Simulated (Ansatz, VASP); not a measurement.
## One calculation of Si2Mo, two programs

File INCAR:

```
SYSTEM = Si2Mo
PREC = Accurate
ENCUT = 600
EDIFF = 1E-7
ISMEAR = 0
SIGMA = 0.1
LREAL = .False.
LASPH = .True.
NELM = 100
ALGO = Normal
ISIF = 3
LWAVE = .False.
LCHARG = .False.
GGA = PS
IBRION = 2
NSW = 100
EDIFFG = -0.002
```

The input KPOINTS:

```
regular mesh
0
Gamma
  18 18 18
  0 0 0
```

The input POSCAR:

```
Si2Mo
1.0
   -1.6000000000      1.6000000000      3.9305000000
    1.6000000000     -1.6000000000      3.9305000000
    1.6000000000      1.6000000000     -3.9305000000
Si Mo
2 1
Direct
    0.3330000000      0.3330000000      0.0000000000
    0.6670000000      0.6670000000      0.0000000000
    0.0000000000      0.0000000000      0.0000000000
```

Input for Ansatz:

```yaml
crystal:
  lattice:
    - [-1.6, 1.6, 3.9305]
    - [1.6, -1.6, 3.9305]
    - [1.6, 1.6, -3.9305]
  atoms:
    - { symbol: Si, position: [0.333, 0.333, 0.0] }
    - { symbol: Si, position: [0.667, 0.667, 0.0] }
    - { symbol: Mo, position: [0.0, 0.0, 0.0] }
basis:
  ecutwfc: 420
kpoints:
  mp_grid: { grid: [18, 18, 18] }
hamiltonian:
  xc: pbesol
scf:
  occupations: { method: gaussian, width: 0.1 }
output:
  forces: true
  stress: true
  eigenvalues: true
relax:
  adjacent_minimum: "off"
  f_tol: 0.002
  max_steps: 80
  cell: { stress_tol: 0.02 }
```

Alike in both runs: task relaxation of cell and atoms; functional PBEsol; k mesh 18 × 18 × 18; occupations gaussian, width 0.1 eV; no spin polarisation.

|  | VASP | Ansatz |
| --- | --- | --- |
| version | VASP 6.6.1 | Ansatz 0.2.0 |
| potentials or method | VASP PAW PBE potentials, release 64 (Si, Mo_sv), cutoff 600 eV | scalar-relativistic, plane waves, PAW |
| valence electrons in the cell | 22 | 22 |

VASP gave:

| Quantity | Value |
| --- | --- |
| gap on the k mesh at the Fermi level, each at its own relaxed structure (eV) | none |
| relaxed volume (Å³/atom) | 13.29 |
| relaxed cell length with the largest relative difference (Å) | 4.517 |

Q: Estimate Ansatz's values.

A: gap on the k mesh at the Fermi level, each at its own relaxed structure (eV): none; relaxed volume (Å³/atom): 13.27; relaxed cell length with the largest relative difference (Å): 4.514.

VASP's potentials were made for PBE, not for PBEsol. A gap of «none» marks a metal or a gap that the smearing closes.
